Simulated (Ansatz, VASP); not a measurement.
Ga2SeS3: VASP beside Ansatz

INCAR

```
ALGO     = Normal         # electronic algorithm
EDIFF    = 1E-6           # SCF threshold, eV
EDIFFG   = -0.04          # ionic threshold
ENCUT    = 600            # plane-wave cutoff, eV
GGA      = PE             # functional
IBRION   = 2              # ionic algorithm
ISIF     = 3              # what is computed and relaxed
ISMEAR   = 0              # smearing method
LASPH    = True           # aspherical terms in the spheres
LCHARG   = False          # write CHGCAR
LREAL    = False          # projectors in reciprocal space
LWAVE    = False          # write WAVECAR
NELM     = 80             # most SCF steps
NSW      = 90             # ionic steps
PREC     = Accurate       # precision mode
SIGMA    = 0.1            # smearing width, eV
```

File KPOINTS:

```
k-points
0
Gamma
  4 4 4
```

File POSCAR:

```
Ga2SeS3
1.0
    4.7603342424      0.0000000000      0.0000000000
    0.0000000000      4.7603342424      0.0000000000
    0.0000000000      0.0000000000      7.4233474047
Ga Se S
2 1 3
Direct
    0.5000000000      0.5000000000      0.6847100812
    0.5000000000      0.5000000000      0.3152899188
    0.5000000000      0.5000000000      0.0000000000
    0.5000000000      0.0000000000      0.5000000000
    0.0000000000      0.5000000000      0.5000000000
    0.0000000000      0.0000000000      0.5000000000
```

Input for Ansatz:

```yaml
crystal:
  lattice:
    - [4.7603342424, 0.0, 0.0]
    - [0.0, 4.7603342424, 0.0]
    - [0.0, 0.0, 7.4233474047]
  atoms:
    - { symbol: Ga, position: [0.5, 0.5, 0.6847100812] }
    - { symbol: Ga, position: [0.5, 0.5, 0.3152899188] }
    - { symbol: Se, position: [0.5, 0.5, 0.0] }
    - { symbol: S, position: [0.5, 0.0, 0.5] }
    - { symbol: S, position: [0.0, 0.5, 0.5] }
    - { symbol: S, position: [0.0, 0.0, 0.5] }
basis:
  ecutwfc: 420
kpoints:
  mp_grid: { grid: [4, 4, 4] }
hamiltonian:
  xc: pbe
scf:
  occupations: { method: gaussian, width: 0.1 }
  lower_state_search: "off"
output:
  forces: true
  stress: true
  eigenvalues: true
relax:
  adjacent_minimum: "off"
  f_tol: 0.04
  max_steps: 70
  cell: { stress_tol: 0.4 }
```

Alike in both runs: task relaxation of cell and atoms; functional PBE; k mesh 4 × 4 × 4; occupations gaussian, width 0.1 eV; no spin polarisation.

```csv
,VASP,Ansatz
version,VASP 6.6.1,Ansatz 0.2.0
potentials or method,"VASP PAW PBE potentials, release 64 (Ga_d, Se, S), cutoff 600 eV","scalar-relativistic, plane waves, PAW"
valence electrons in the cell,50,60
```

VASP gave:

| Item | Value |
| --- | --- |
| gap on the k mesh at the Fermi level, each at its own relaxed structure (eV) | none |
| relaxed volume (Å³/atom) | 28.03 |
| relaxed cell length with the largest relative difference (Å) | 7.538 |

Task: Estimate Ansatz's values.

Result: gap on the k mesh at the Fermi level, each at its own relaxed structure (eV): none; relaxed volume (Å³/atom): 28.11; relaxed cell length with the largest relative difference (Å): 7.489.

A gap of «none» marks a metal or a gap that the smearing closes. VASP's potentials hold 50 valence electrons a cell and Ansatz's 60, so a difference there can come from the potentials and not from the codes.
